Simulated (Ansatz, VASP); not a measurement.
# One calculation of MgF2, two programs

The input INCAR:

```
PREC     = Accurate       # precision mode
ENCUT    = 600            # plane-wave cutoff, eV
EDIFF    = 1E-6           # SCF threshold, eV
ISMEAR   = -1             # smearing method
SIGMA    = 0.02           # smearing width, eV
LREAL    = False          # projectors in reciprocal space
LASPH    = True           # aspherical terms in the spheres
NELM     = 120            # most SCF steps
ALGO     = Normal         # electronic algorithm
ISIF     = 2              # what is computed and relaxed
LWAVE    = False          # write WAVECAR
LCHARG   = True           # write CHGCAR
LELF     = True           # ELF
LVHAR    = True         
NBANDS   = 25             # bands
GGA_COMPAT= False
```

Contents of KPOINTS:

```
Automatic mesh
0
Gamma
  5 5 7
```

The input POSCAR:

```
MgF2
1.0
    4.5902836292      0.0000000000      0.0000000000
    0.0000000000      4.5902836292      0.0000000000
    0.0000000000      0.0000000000      2.9956584505
Mg F
2 4
Direct
    0.0000000000      0.0000000000      0.0000000000
    0.5000000000      0.5000000000      0.5000000000
    0.3028000000      0.3028000000      0.0000000000
    0.1972000000      0.8028000000      0.5000000000
    0.6972000000      0.6972000000      0.0000000000
    0.8028000000      0.1972000000      0.5000000000
```

Input for Ansatz:

```yaml
crystal:
  lattice:
    - [4.5902836292, 0.0, 0.0]
    - [0.0, 4.5902836292, 0.0]
    - [0.0, 0.0, 2.9956584505]
  atoms:
    - { symbol: Mg, position: [0.0, 0.0, 0.0] }
    - { symbol: Mg, position: [0.5, 0.5, 0.5] }
    - { symbol: F, position: [0.3028, 0.3028, 0.0] }
    - { symbol: F, position: [0.1972, 0.8028, 0.5] }
    - { symbol: F, position: [0.6972, 0.6972, 0.0] }
    - { symbol: F, position: [0.8028, 0.1972, 0.5] }
kpoints:
  mp_grid: { grid: [5, 5, 7] }
  band_path:
    path:
      - [0.0, 0.0, 0.0]
      - [0.0, 0.5, 0.0]
      - [0.5, 0.5, 0.0]
      - [0.0, 0.0, 0.0]
      - [0.0, 0.0, 0.5]
      - [0.0, 0.5, 0.5]
      - [0.5, 0.5, 0.5]
      - [0.0, 0.0, 0.5]
      - [0.0, 0.5, 0.0]
    npoints: 5
scf:
  occupations: { method: fermi_dirac, width: 0.02 }
hamiltonian:
  xc: lda
  pseudopotentials: { kind: all_electron, lapw: { basis_error: 0.001 } }
output:
  forces: true
  stress: true
  eigenvalues: true
```

Change from the starting cell: volume scaled by 0.98.

Alike in both runs: task single point; functional LDA; k mesh 5 × 5 × 7; occupations fermi-dirac, width 0.02 eV; no spin polarisation.

|  | VASP | Ansatz |
| --- | --- | --- |
| version | VASP 6.6.1 | Ansatz 0.2.0 |
| potentials or method | VASP PAW LDA potentials, release 64 (Mg, F), cutoff 600 eV | all-electron LAPW, scalar-relativistic |

```csv
,VASP,Ansatz,Ansatz less VASP
gap on the k mesh at the Fermi level (eV),7.01,7.02,+0.016
pressure (GPa),-3.0,-0.8,+2.14
"traceless stress, the component that is largest in VASP (GPa)",1.28,1.09,-0.184
rms of the force components (eV/Å),0.007,0.001,-0.0062
```

LDA's correlation is that of Perdew and Zunger in VASP and of Perdew and Wang (1992) in Ansatz. Atom by atom the forces differ by 0.006 eV/Å (rms over components). Ansatz ran all-electron here, and VASP with PAW potentials.
